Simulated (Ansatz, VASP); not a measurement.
## Two plane-wave programs on O

```
O
1.0
     2.87029   -1.67343    0.00000
     2.87029    1.67343    0.00000
    -2.41035    0.00000    3.67120
O
2
Direct
  0.97455 0.97455 0.84443
  0.02545 0.02545 0.15557
```

Alike in both runs: task single point; functional LDA; k mesh 10 × 10 × 7; occupations fermi-dirac, width 0.05 eV; no spin polarisation.

```csv
,VASP,Ansatz
version,VASP 6.6.1,Ansatz 0.2.0
potentials or method,"VASP PAW LDA potentials, release 64 (O)",Ansatz PAW
plane-wave cutoff (eV),520,420
valence electrons in the cell,12,12
```

Ansatz gave:

```
gap on the k mesh at the Fermi level (eV)                     : none
pressure (GPa)                                                : -7.4
traceless stress, the component that is largest in VASP (GPa) : 3.89
rms of the force components (eV/Å)                            : 1.158
```

Problem. What did VASP give for the same quantities?

Solution. gap on the k mesh at the Fermi level (eV): none; pressure (GPa): -5.1; traceless stress, the component that is largest in VASP (GPa): 2.37; rms of the force components (eV/Å): 0.368.

LDA's correlation is that of Perdew and Zunger in VASP and of Perdew and Wang (1992) in Ansatz. Atom by atom the forces differ by 0.797 eV/Å (rms over components). A gap of «none» marks a metal or a gap that the smearing closes.

Noted on VASP's run: the standard files for N, O and F lose accuracy on very short bonds; spin is off for a triplet molecule. Noted on Ansatz's run: Pulay correction over one GPa; spin is off for a triplet molecule.
